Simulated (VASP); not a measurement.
# Cu (I4/mmm) in VASP: further runs

Runs on Cu. Level: r2SCAN. Tasks: single point.

Everything below comes from runs of VASP 6.6.1. Logs are shortened: lines on timing, memory, paths and dates and some standing lists are left out, and cuts for length are marked.

**1. The cell of the first run**

Symmetry: I4/mmm, No. 139, tetragonal system. The conventional cell has a = 2.567 Å, b = 2.567 Å, c = 3.362 Å, α = 90.00°, β = 90.00°, γ = 90.00°. Within 3.4 Å of Cu (site symmetry 4/mmm) lie 14 Cu at 2.47 to 3.36 Å.

**2. Single point, r2SCAN (uniaxial strain along c: -6.0 %)**

The input, POSCAR:

```
Cu
1.0
    1.8151560822      1.8151560822      0.0000000000
   -1.8151560822      1.8151560822      0.0000000000
    0.0000000000      0.0000000000      3.3620624972
Cu
2
Direct
    0.0000000000      0.0000000000      0.0000000000
    0.5000000000      0.5000000000      0.5000000000
```

The input, INCAR.step1:

```
SYSTEM = Cu
PREC = Accurate ; ENCUT = 520
ISMEAR = 0 ; SIGMA = 0.1
LREAL = .False. ; LASPH = .True.
NELM = 80 ; NBANDS = 18
GGA = PE ; ALGO = Normal
EDIFF = 1E-4 ; LWAVE = .True.
LCHARG = .False.
```

The input, INCAR.step2:

```
SYSTEM = Cu
PREC = Accurate ; ENCUT = 520
EDIFF = 1E-6 ; ISMEAR = 0
SIGMA = 0.1 ; LREAL = .False.
LASPH = .True. ; NELM = 80
ALGO = Normal ; ISIF = 2
LWAVE = .False. ; LCHARG = .False.
METAGGA = R2SCAN ; LMIXTAU = .True.
NBANDS = 18 ; ISTART = 1
```

The input, KPOINTS:

```
Automatic mesh
0
Gamma
  20 20 14
  0 0 0
```

Potentials or basis: VASP PAW PBE potentials, release 64 (Cu).

The run is started by

```sh
$ cat potpaw_PBE.64/Cu/POTCAR > POTCAR
$ cp INCAR.step1 INCAR
$ mpirun -np 1 vasp_std > vasp.out
$ cp INCAR.step2 INCAR
$ mpirun -np 1 vasp_std > vasp.out
```

OUTCAR:

```text
SYSTEM = Cu
   PREC = Accurate
   ENCUT = 520
   EDIFF = 1E-6
   ISMEAR = 0
   LREAL = .False.
   LASPH = .True.
   NELM = 80
   ISIF = 2
   METAGGA = R2SCAN
   ISTART = 1

 ion  position               nearest neighbor table
   1  0.000  0.000  0.000-   2 2.47   2 2.47   2 2.47   2 2.47   2 2.47   2 2.47   2 2.47   2 2.47

   2  0.500  0.500  0.500-   1 2.47   1 2.47   1 2.47   1 2.47   1 2.47   1 2.47   1 2.47   1 2.47

  LATTYP: Found a simple tetragonal cell.
 ALAT       =     2.5670183493
 C/A-ratio  =     1.3097150233

  Lattice vectors:

 A1 = (   1.8151560822,   1.8151560822,   0.0000000000)
 A2 = (  -1.8151560822,   1.8151560822,   0.0000000000)
 A3 = (   0.0000000000,   0.0000000000,   3.3620624972)

Analysis of symmetry for initial positions (statically):
=====================================================================
 Subroutine PRICEL returns following result:

  LATTYP: Found a body centered tetragonal cell.
 ALAT       =     2.5670183493
 C/A-ratio  =     1.3097150233

  Lattice vectors:

 A1 = (   0.0000000000,  -1.8151560822,  -1.6810312486)
 A2 = (   0.0000000000,   1.8151560822,  -1.6810312486)
 A3 = (   1.8151560822,   0.0000000000,   1.6810312486)

   2 primitive cells build up your supercell.

 Routine SETGRP: Setting up the symmetry group for a
 simple tetragonal supercell.

 Subroutine GETGRP returns: Found 16 space group operations
 (whereof 16 operations were pure point group operations)
 out of a pool of 16 trial point group operations.

The static configuration has the point symmetry D_4h.

Analysis of symmetry for dynamics (positions and initial velocities):
=====================================================================
 Subroutine PRICEL returns following result:

  LATTYP: Found a body centered tetragonal cell.
 ALAT       =     2.5670183493
 C/A-ratio  =     1.3097150233

  Lattice vectors:

 A1 = (   0.0000000000,  -1.8151560822,  -1.6810312486)
 A2 = (   0.0000000000,   1.8151560822,  -1.6810312486)
 A3 = (   1.8151560822,   0.0000000000,   1.6810312486)

   2 primitive cells build up your supercell.

 Routine SETGRP: Setting up the symmetry group for a
 simple tetragonal supercell.

 Subroutine GETGRP returns: Found 16 space group operations
 (whereof 16 operations were pure point group operations)
 out of a pool of 16 trial point group operations.

The dynamic configuration has the point symmetry D_4h.

 Subroutine INISYM returns: Found 16 space group operations
 (whereof 16 operations are pure point group operations),
 and found     2 'primitive' translations

----------------------------------------------------------------------------------------

                                     Primitive cell

  volume of cell :      11.0773

  direct lattice vectors                    reciprocal lattice vectors
     0.000000000 -1.815156082 -1.681031249     0.275458405 -0.275458405 -0.297436470
     0.000000000  1.815156082 -1.681031249     0.275458405  0.275458405 -0.297436470
     1.815156082  0.000000000  1.681031249     0.550916811  0.000000000  0.000000000

  length of vectors
     2.473996294  2.473996294  2.473996294     0.490125616  0.490125616  0.550916811

  position of ions in fractional coordinates (direct lattice)
     0.000000000  0.000000000  0.000000000

  ion indices of the primitive-cell ions
   primitive index   ion index
                 1           1

----------------------------------------------------------------------------------------

 KPOINTS: Automatic mesh

Automatic generation of k-mesh.
 Grid dimensions read from file:
 generate k-points for:   20   20   14

 Generating k-lattice:

  Cartesian coordinates                     Fractional coordinates (reciprocal lattice)
     0.013772920  0.013772920  0.000000000     0.050000000  0.000000000  0.000000000
    -0.013772920  0.013772920  0.000000000     0.000000000  0.050000000  0.000000000
     0.000000000  0.000000000  0.021245462     0.000000000  0.000000000  0.071428571

  Length of vectors
     0.019477851  0.019477851  0.021245462

  Shift w.r.t. Gamma in fractional coordinates (k-lattice)
     0.000000000  0.000000000  0.000000000

 Subroutine IBZKPT returns following result:
 ===========================================

 Found    528 irreducible k-points:

 Following reciprocal coordinates:
            Coordinates               Weight
  0.000000  0.000000  0.000000      1.000000
  0.050000  0.000000  0.000000      4.000000
  0.100000  0.000000  0.000000      4.000000
  0.150000  0.000000  0.000000      4.000000
  0.200000  0.000000  0.000000      4.000000
  0.250000  0.000000  0.000000      4.000000
[... 16 lines left out ...]
  0.150000  0.100000  0.000000      8.000000
  0.200000  0.100000  0.000000      8.000000
 [... further k-points ...]
   k-points           NKPTS =    528   k-points in BZ     NKDIM =    528   number of bands    NBANDS=     18
   number of dos      NEDOS =    301   number of ions     NIONS =      2
   total plane-waves  NPLWV =  11200
   dimension x,y,z NGX =    20 NGY =   20 NGZ =   28
   dimension x,y,z NGXF=    40 NGYF=   40 NGZF=   56
   ions per type =               2
   NGX,Y,Z   is equivalent  to a cutoff of  12.95, 12.95, 13.85 a.u.
   NGXF,Y,Z  is equivalent  to a cutoff of  25.90, 25.90, 27.69 a.u.
 SYSTEM =  Cu
   PREC   = accura    normal or accurate (medium, high low for compatibility)
   ISTART =      1    job   : 0-new  1-cont  2-samecut
   ICHARG =      0    charge: 1-file 2-atom 10-const
   ISPIN  =      1    spin polarized calculation?
   LNONCOLLINEAR =      F non collinear calculations
   LSORBIT =      F    spin-orbit coupling
   LASPH  =      T    aspherical Exc in radial PAW
   ENCUT  =  520.0 eV  38.22 Ry    6.18 a.u.   4.77  4.77  6.25*2*pi/ulx,y,z
   NELM   =     80;   NELMIN=  2; NELMDL=  0     # of ELM steps
   EDIFF  = 0.1E-05   stopping-criterion for ELM
   LREAL  =      F    real-space projection
   EDIFFG = 0.1E-04   stopping-criterion for IOM
   NSW    =      0    number of steps for IOM
   IBRION =     -1    ionic relax: 0-MD 1-quasi-New 2-CG
   NFREE  =      0    steps in history (QN), initial steepest desc. (CG)
   ISIF   =      2    stress and relaxation
   ISYM   =      2    0-nonsym 1-usesym 2-fastsym
   POTIM  = 0.5000    time-step for ionic-motion
   TEBEG  =    0.0;   TEEND  =   0.0 temperature during run
   PSTRESS=    0.0 pullay stress
   NELECT =      22.0000    total number of electrons
   NUPDOWN=      -1.0000    fix difference up-down
   EMIN   =  10.00;   EMAX   =-10.00  energy-range for DOS
   EFERMI =   0.00;   METHOD = LEGACY
   ISMEAR =     0;   SIGMA  =   0.10  broadening in eV -4-tet -1-fermi 0-gaus
   EFERMI_NEDOS =   21; number of points for ismear=-14 and -15
   IALGO  =     38    algorithm
   IMIX   =      4    mixing-type and parameters
     AMIX     =   0.40;   BMIX     =  1.00
     AMIX_MAG =   1.60;   BMIX_MAG =  1.00
  volume/ion in A,a.u.               =      11.08        74.75
  Fermi-wavevector in a.u.,A,eV,Ry     =   1.633282  3.086455 36.295034  2.667610
  Thomas-Fermi vector in A             =   2.725113
   LORBIT       =      0    0 simple, 1 ext, 2 COOP (PROOUT), +10 PAW based schemes
   METAGGA = R2SCAN    functional components
   LHFCALC =     F    Hartree Fock is set to
   AEXX    =    0.0000 exact exchange contribution
   IVDW    =     0    specifies the selected vdW correction
   LEPSILON=     F    determine dielectric tensor
   LRPA    =     F    only Hartree local field effects (RPA)
 non-spin polarized calculation
 Gauss-broadening in eV      SIGMA  =   0.10
  energy-cutoff  :      520.00
  volume of cell :       22.15
 maximum number of plane-waves:       609
 NGX is ok and might be reduce to    20
   NGX =  9   NGY =  9   NGZ = 13

 number of electron      21.9999954 magnetization

 Free energy of the ion-electron system (eV)
  ---------------------------------------------------
  ext. energy  EPLUGINS =         0.00000000
  ---------------------------------------------------
  free energy    TOTEN  =       -21.62482634 eV

  energy without entropy =      -21.62182970  energy(sigma->0) =      -21.62332802

 E-fermi :   8.2526     XC(G=0): -14.1817

 val. band max:        8.2502124269   @ k =   0.4000   0.2500   0.3571
 cond. band min:       8.2540377162   @ k =   0.4500   0.0500   0.3571
 fundamental gap:      0.0038252893
 Fermi energy:         8.2526312017

 k-point     1 :       0.0000    0.0000    0.0000
  band No.  band energies     occupation
      1      -1.9730      2.00000
      2       2.8004      2.00000
      3       3.2223      2.00000
      4       4.7510      2.00000
      5       4.7510      2.00000
      6       5.1311      2.00000
[... 10 lines left out ...]
     17      29.3227      0.00000
     18      32.2554      0.00000

 k-point     2 :       0.0500    0.0000    0.0000
  band No.  band energies     occupation
      1      -1.9101      2.00000
      2       2.8283      2.00000
      3       3.2404      2.00000
      4       4.7391      2.00000
      5       4.7632      2.00000
      6       5.1434      2.00000
[... 10 lines left out ...]
     17      29.7339      0.00000
     18      32.0471      0.00000

 k-point     3 :       0.1000    0.0000    0.0000
  band No.  band energies     occupation
      1      -1.7224      2.00000
      2       2.9100      2.00000
      3       3.2928      2.00000
      4       4.7048      2.00000
      5       4.7996      2.00000
      6       5.1766      2.00000
[... 10 lines left out ...]
     17      31.0215      0.00000
     18      31.2773      0.00000

 k-point     4 :       0.1500    0.0000    0.0000
  band No.  band energies     occupation
      1      -1.4133      2.00000
      2       3.0395      2.00000
      3       3.3739      2.00000
      4       4.6524      2.00000
      5       4.8590      2.00000
      6       5.2185      2.00000
[... 10 lines left out ...]
     17      29.9798      0.00000
     18      31.1128      0.00000

 k-point     5 :       0.2000    0.0000    0.0000
  band No.  band energies     occupation
      1      -0.9885      2.00000
      2       3.2077      2.00000
      3       3.4733      2.00000
      4       4.5885      2.00000
      5       4.9399      2.00000
      6       5.2466      2.00000
[... 10 lines left out ...]
     17      28.4611      0.00000
     18      29.3844      0.00000

 k-point     6 :       0.2500    0.0000    0.0000
  band No.  band energies     occupation
      1      -0.4576      2.00000
      2       3.4044      2.00000
      3       3.5734      2.00000
      4       4.5213      2.00000
      5       5.0398      2.00000
      6       5.2344      2.00000
[... 10 lines left out ...]
     17      27.7410      0.00000
     18      27.9035      0.00000

 k-point     7 :       0.3000    0.0000    0.0000
  band No.  band energies     occupation
      1       0.1646      2.00000
      2       3.6121      2.00000
      3       3.6559      2.00000
      4       4.4599      2.00000
      5       5.0949      2.00000
      6       5.1560      2.00000
[... 10 lines left out ...]
     17      26.2028      0.00000
     18      28.2259      0.00000

 k-point     8 :       0.3500    0.0000    0.0000
  band No.  band energies     occupation
      1       0.8549      2.00000
      2       3.6541      2.00000
      3       3.8524      2.00000
      4       4.4134      2.00000
      5       4.8619      2.00000
      6       5.0569      2.00000
[... 10 lines left out ...]
     17      25.3410      0.00000
     18      28.6195      0.00000
[... 229 lines left out ...]
     17      25.3154      0.00000
     18      30.0294      0.00000

 k-point    20 :       0.4500    0.0500    0.0000
  band No.  band energies     occupation
      1       2.3076      2.00000
      2       3.3284      2.00000
      3       4.2878      2.00000
      4       4.3538      2.00000
      5       4.4882      2.00000
      6       4.6898      2.00000
[... 10 lines left out ...]
     17      26.3934      0.00000
     18      28.7543      0.00000

 k-point    21 :       0.5000    0.0500    0.0000
  band No.  band energies     occupation
      1       2.8975      2.00000
      2       2.8975      2.00000
      3       4.3995      2.00000
      4       4.3995      2.00000
      5       4.4967      2.00000
      6       4.4967      2.00000
[... 10 lines left out ...]
     17      27.5410      0.00000
     18      27.5410      0.00000

 k-point    22 :       0.1000    0.1000    0.0000
  band No.  band energies     occupation
      1      -1.4745      2.00000
      2       3.0101      2.00000
      3       3.3691      2.00000
      4       4.6062      2.00000
      5       4.9011      2.00000
      6       5.2306      2.00000
[... 10 lines left out ...]
     17      31.1614      0.00000
     18      31.9219      0.00000

 k-point    23 :       0.1500    0.1000    0.0000
  band No.  band energies     occupation
      1      -1.1690      2.00000
      2       3.1267      2.00000
      3       3.4575      2.00000
      4       4.5329      2.00000
      5       4.9819      2.00000
      6       5.2795      2.00000
[... 10 lines left out ...]
     17      30.2102      0.00000
     18      31.0631      0.00000

 k-point    24 :       0.2000    0.1000    0.0000
  band No.  band energies     occupation
      1      -0.7501      2.00000
      2       3.2761      2.00000
      3       3.5661      2.00000
      4       4.4552      2.00000
      5       5.0769      2.00000
      6       5.2687      2.00000
[... 10 lines left out ...]
     17      29.4079      0.00000
     18      30.2618      0.00000

 [... further k-points ...]
[... 5 lines left out ...]
  --------------------------------------------------------------------------------------
  -------------------------------------------------------------------------------------
  Total        0.7476494      0.7476494      1.2097000      0.0000000     -0.0000000      0.0000000
  in kB       54.0685643     54.0685643     87.4831764      0.0000000     -0.0000000      0.0000000
  external PRESSURE =      65.2067683 kB  Pullay stress =       0.0000000 kB

 VOLUME and BASIS-vectors are now :
 -----------------------------------------------------------------------------
  energy-cutoff  :      520.00
  volume of cell :       22.15
      direct lattice vectors                 reciprocal lattice vectors
     1.815156082  1.815156082  0.000000000     0.275458405  0.275458405  0.000000000
    -1.815156082  1.815156082  0.000000000    -0.275458405  0.275458405  0.000000000
     0.000000000  0.000000000  3.362062497     0.000000000  0.000000000  0.297436470

 POSITION                                       TOTAL-FORCE (eV/Angst)
 -----------------------------------------------------------------------------------
      0.00000      0.00000      0.00000        -0.000000      0.000000     -0.000000
      0.00000      1.81516      1.68103         0.000000     -0.000000      0.000000
 -----------------------------------------------------------------------------------
    total drift:                               -0.000000      0.000000      0.000000

  FREE ENERGIE OF THE ION-ELECTRON SYSTEM (eV)
  ---------------------------------------------------
  free  energy   TOTEN  =       -21.6248263370 eV

  energy  without entropy=      -21.6218297031  energy(sigma->0) =      -21.62332802
```

Wall time 6.8 min (1 thread of AMD EPYC 9R45 (Zen 5), shared host); peak memory 0.24 GiB.

Results:

```
Free energy            : -21.6248 eV
Pressure               : 6.5 GPa
Band gap on the k mesh : zero (bands 11 and 12 overlap by 8.94 eV)
```

Stress tensor (GPa, compression positive):
```
5.41 0.00 0.00
0.00 5.41 0.00
0.00 0.00 8.75
```

Caveat: the cell differs from its parent crystal (uniaxial strain along c: -6.0 %); the cell stands under pressure; the PAW data sets were made with another functional, which shifts forces and pressure a little.

(Part 1 of 2 ends here.)
